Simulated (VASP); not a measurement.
Runs of VASP 6.6.1 on In3Se. The structure is that of space group Pm-3m (No. 221), or close to it. The cells are those of the table. 

```tsv
cell	gap on the mesh (eV)	pressure (GPa)
a = 4.647, b = 4.647, c = 4.790 Å, 4 atoms	none	2.3
a = 4.647 Å, 4 atoms	none	3.8
a = 4.647, b = 4.647, c = 4.862 Å, 4 atoms	none	(b)
a = 4.647, b = 4.647, c = 4.719 Å, 4 atoms	none	3.0
a = 4.934 Å, 4 atoms	none	(a)
```

Alike in all rows: task single point; level PBE; potentials or basis VASP PAW PBE potentials, release 64 (In_d, Se); no spin polarisation; k mesh 10 × 10 × 10; cutoff (eV) 520; smearing gaussian 0.15 eV.

Q: Estimate the missing entries.

A: (a) -2.5; (b) 1.7.

Caveats: spin-orbit coupling is left out, which moves the levels of the heavy elements.

A k mesh can miss the band edges, and the runs leave out spin-orbit coupling on In, Se.

A gap of «none» marks levels without a gap at the run's occupations.
